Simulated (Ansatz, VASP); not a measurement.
## W in VASP and in Ansatz

The input POSCAR:

```
W
1.0
    0.0000000000      2.0300000000      1.9691000000
    2.0300000000      0.0000000000      1.9691000000
    2.0300000000      2.0300000000      0.0000000000
W
1
Direct
    0.0000000000      0.0000000000      0.0000000000
```

File INCAR.step1:

```
SYSTEM = W
PREC = Accurate
ENCUT = 520
ISMEAR = 0
SIGMA = 0.15
LREAL = .False.
LASPH = .True.
NELM = 100
NBANDS = 13
GGA = PE
ALGO = Normal
EDIFF = 1E-4
LWAVE = .True.
LCHARG = .False.
```

INCAR.step2

```
SYSTEM = W
PREC = Accurate
ENCUT = 520
EDIFF = 1E-6
ISMEAR = 0
SIGMA = 0.15
LREAL = .False.
LASPH = .True.
NELM = 100
ALGO = Normal
ISIF = 2
LWAVE = .False.
LCHARG = .False.
METAGGA = R2SCAN
LMIXTAU = .True.
NBANDS = 13
ISTART = 1
```

File KPOINTS:

```
regular mesh
0
Gamma
  20 20 20
  0 0 0
```

Input for Ansatz:

```yaml
crystal:
  lattice:
    - [0.0, 2.03, 1.9691]
    - [2.03, 0.0, 1.9691]
    - [2.03, 2.03, 0.0]
  atoms:
    - { symbol: W, position: [0.0, 0.0, 0.0] }
basis:
  ecutwfc: 500
kpoints:
  mp_grid: { grid: [20, 20, 20] }
hamiltonian:
  xc: r2scan
scf:
  occupations: { method: gaussian, width: 0.15 }
output:
  forces: true
  stress: true
  eigenvalues: true
  write_density: true
  write_potential: true
  elf: true
  volumetric_format: npy
```

Change from the starting cell: strain +0.000 along x and y, -0.030 along z, atoms carried along.

Alike in both runs: task single point; functional r2SCAN; k mesh 20 × 20 × 20; occupations gaussian, width 0.15 eV; no spin polarisation.

|  | VASP | Ansatz |
| --- | --- | --- |
| version | VASP 6.6.1 | Ansatz 0.2.0 |
| potentials or method | VASP PAW PBE potentials, release 64 (W_sv), cutoff 520 eV | scalar-relativistic, plane waves, PAW |
| valence electrons in the cell | 14 | 14 |

Ansatz gave:

```
gap on the k mesh at the Fermi level (eV)                     : none
pressure (GPa)                                                : -0.3
traceless stress, the component that is largest in VASP (GPa) : -8.99
```

Task: Estimate VASP's values.

Result: gap on the k mesh at the Fermi level (eV): none; pressure (GPa): 0.8; traceless stress, the component that is largest in VASP (GPa): -9.08.

VASP's potentials were made for PBE, not for r2SCAN. A gap of «none» marks a metal or a gap that the smearing closes.

Neither program's run includes spin-orbit coupling.
